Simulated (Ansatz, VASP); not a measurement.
One calculation of C, two programs

```
C
1.0
     0.00000    1.78580    1.78580
     1.78580    0.00000    1.78580
     1.78580    1.78580    0.00000
C
2
Direct
  0.50000 0.50000 0.50000
  0.75000 0.75000 0.75000
```

Alike in both runs: functional PBE; k mesh 12 × 12 × 12; occupations gaussian, width 0.02 eV; no spin polarisation.

Ansatz relaxed the structure, and its values are those at the end. VASP's run is a single point on that final structure, the one shown.

|  | VASP | Ansatz |
| --- | --- | --- |
| version | VASP 6.6.1 | Ansatz 0.2.0 |
| potentials or method | VASP PAW PBE potentials, release 64 (C), cutoff 600 eV | scalar-relativistic, plane waves, PAW |
| valence electrons in the cell | 8 | 8 |

VASP gave:

| Item | Value |
| --- | --- |
| gap on the k mesh at the Fermi level (eV) | 4.14 |
| least direct gap on the mesh (eV) | 5.58 |
| pressure (GPa) | 0.0 |

Task: Estimate Ansatz's values.

Result: gap on the k mesh at the Fermi level (eV): 4.15; least direct gap on the mesh (eV): 5.58; pressure (GPa): 0.0.
